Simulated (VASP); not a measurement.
Here is a VASP 6.6.1 calculation.

The input INCAR:

```
SYSTEM = Mo
PREC = Accurate
ENCUT = 600
EDIFF = 1E-7
ISMEAR = -1
SIGMA = 0.05
LREAL = .FALSE.
LASPH = .TRUE.
NELM = 100
ALGO = Normal
ISIF = 3
LWAVE = .FALSE.
LCHARG = .FALSE.
GGA = CA
IBRION = 2
NSW = 80
EDIFFG = -0.03
```

KPOINTS

```
regular mesh
0
G
  10 10 10
  0 0 0
```

File POSCAR:

```
Mo
1.0
   -1.5734150000      1.5734150000      1.5734150000
    1.5734150000     -1.5734150000      1.5734150000
    1.5734150000      1.5734150000     -1.5734150000
Mo
1
Direct
    0.0000000000      0.0000000000      0.0000000000
```

Potentials or basis: VASP PAW LDA potentials, release 64 (Mo_sv).

Launch:

```sh
$ cat potpaw_LDA.64/Mo_sv/POTCAR > POTCAR
$ mpirun -np 1 vasp_std > vasp.out
```

Task: Predict the band gap on the k mesh.

Result: Zero (band 7 reaches 17.26 eV, above the bottom of band 8 at 11.60 eV).

Task: Estimate the relaxed volume.

Result: 15.10 Å³/atom.

Task: Estimate the space group after relaxing (to 0.05 Å).

Result: Im-3m (No. 229).

Task: What does it give for the relaxed cell?

Result: a = 2.697 Å, b = 2.697 Å, c = 2.697 Å, α = 109.47°, β = 109.47°, γ = 109.47°.

Step by step:
| step | energy change (eV) | largest force (eV/Å) | pressure (GPa) | volume (Å³) |
| --- | --- | --- | --- | --- |
| 1 | 0.0000 | 0.0000 | -8.70 | 15.58 |
| 2 | 0.1118 | 0.0000 | 32.68 | 13.75 |
| 3 | -0.0137 | 0.0000 | -0.31 | 15.10 |

LDA usually gives volumes a few per cent too small. Zero-point motion and thermal expansion aren't in these numbers.
